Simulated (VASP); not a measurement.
TiAl: single point with PBE

TiAl:

```
Ti Al
1.0
     3.17906    0.00000    0.00000
     0.00000    3.17906    0.00000
     0.00000    0.00000    3.17906
Ti Al
1 1
Direct
  0.00000 0.00000 0.00000
  0.50000 0.50000 0.50000
```

| Quantity | Value |
| --- | --- |
| Program | VASP 6.6.1 |
| Task | single point |
| Functional | PBE |
| Potentials or basis | VASP PAW PBE potentials, release 64 (Ti_sv, Al) |
| Cutoff | 520 eV |
| k mesh | 8 × 8 × 8 |
| Occupations | fermi-dirac, width 0.05 eV |
| Spin | no spin polarisation |

The pressure is 0.8 GPa.

Levels at points of the mesh, in eV from the Fermi level:
```csv
k point,band 5,band 6,band 7,band 8,band 9,band 10
"(0.00, 0.00, 0.00)",-9.28,-1.44,-1.44,1.80,1.80,1.80
"(0.50, 0.00, 0.00)",-6.04,-5.19,-0.55,0.15,0.15,2.01
"(0.50, 0.50, 0.00)",-5.01,-2.11,-2.11,-1.47,0.71,0.71
"(0.50, 0.50, 0.50)",-3.09,-3.09,-3.09,0.63,2.79,2.79
```

Wall time 4.8 s on 1 thread of Intel(R) Xeon(R) 6975P-C (Granite Rapids), on a shared host, peak memory 0.14 GiB.
